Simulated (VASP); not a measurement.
The system is TiC.

```
Ti C
1.0
     0.00000    2.19422    2.19422
     2.19422    0.00000    2.19422
     2.19422    2.19422    0.00000
Ti C
1 1
Direct
  0.00000 0.00000 0.00000
  0.50000 0.50000 0.50000
```

Base run:

- Program: VASP 6.6.1
- Functional: RPBE
- Dispersion: D4
- Potentials or basis: VASP PAW PBE potentials, release 64 (Ti_sv, C)
- Cutoff: 520 eV
- k mesh: 11 × 11 × 11
- Occupations: fermi-dirac, width 0.05 eV
- Spin: no spin polarisation

Its results: band gap on the k mesh zero (band 8 reaches 9.77 eV, above the bottom of band 9 at 8.67 eV); pressure -14.1 GPa.

Task: The run is repeated on the same cell with these changes: functional from RPBE to r2SCAN. What comes out?

Result: Band gap on the k mesh zero (band 8 reaches 9.88 eV, above the bottom of band 9 at 8.57 eV); pressure -10.8 GPa.

Caveats: the PAW data sets were made with another functional, which shifts forces and pressure a little; pairwise dispersion overbinds metals, which lowers pressure and volume.
